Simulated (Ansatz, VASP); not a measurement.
BaScO2F: VASP beside Ansatz

```
Ba Sc O F
1.0
     4.20695    0.00000    0.00000
     0.00000    4.20695    0.00000
     0.00000    0.00000    4.12718
Ba Sc O F
1 1 2 1
Direct
  0.50000 0.50000 0.50000
  0.00000 0.00000 0.00000
  0.50000 0.00000 0.00000
  0.00000 0.50000 0.00000
  0.00000 0.00000 0.50000
```

Change from the starting cell: strain -0.0200 x Voigt [0, 0, 1, 0, 0, 0], atoms carried along.

Alike in both runs: task single point; functional LDA; k mesh 6 × 6 × 6; occupations gaussian, width 0.05 eV; no spin polarisation.

|  | VASP | Ansatz |
| --- | --- | --- |
| version | VASP 6.6.1 | Ansatz 0.2.0 |
| potentials or method | VASP PAW LDA potentials, release 64 (Ba_sv, Sc_sv, O_h, F_h), cutoff 910 eV | scalar-relativistic, plane waves, PAW |
| valence electrons in the cell | 40 | 40 |

Ansatz gave:

```
gap on the k mesh at the Fermi level (eV) : 3.03
least direct gap on the mesh (eV)         : 3.37
```

Task: What did VASP give for the same quantities?

Result: gap on the k mesh at the Fermi level (eV): 2.96; least direct gap on the mesh (eV): 3.31.

LDA's correlation is that of Perdew and Zunger in VASP and of Perdew and Wang (1992) in Ansatz.

Neither program's run includes spin-orbit coupling. Noted on VASP's run: the cutoff is short for stress, so the pressure is rough.
